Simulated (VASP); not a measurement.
Be: single point with PBE

The system is Be.

```
CELL_PARAMETERS angstrom
0.00000 1.52441 1.52441
1.52441 0.00000 1.52441
1.52441 1.52441 0.00000
ATOMIC_POSITIONS crystal
Be 0.00000 0.00000 0.00000
```

This cell differs from its parent crystal: volume scaled by 0.9.

- Program: VASP 6.6.1
- Task: single point
- Functional: PBE
- Potentials or basis: VASP PAW PBE potentials, release 64 (Be)
- Cutoff: 520 eV
- k mesh: 20 × 20 × 20
- Occupations: fermi-dirac, width 0.08 eV
- Spin: no spin polarisation
- Dipole correction: no
- Further INCAR settings: ALGO = Normal; EDIFF = 1e-06; NBANDS = 7

The pressure is 15.4 GPa and the band gap on the k mesh is zero (band 1 reaches 9.50 eV, above the bottom of band 2 at 8.41 eV).

Levels at points of the mesh, in eV from the Fermi level:
| k point | band 1 | band 2 | band 3 | band 4 |
| --- | --- | --- | --- | --- |
| (0.00, 0.00, 0.00) | -12.50 | 21.15 | 21.15 | 21.15 |
| (0.50, 0.00, 0.00) | -5.76 | 0.33 | 17.94 | 17.94 |
| (0.50, 0.50, 0.00) | -2.91 | 4.25 | 10.31 | 10.31 |

Wall time 3.9 s on 1 thread of Intel Xeon 6975P-C, on a shared host, peak memory 0.11 GiB.
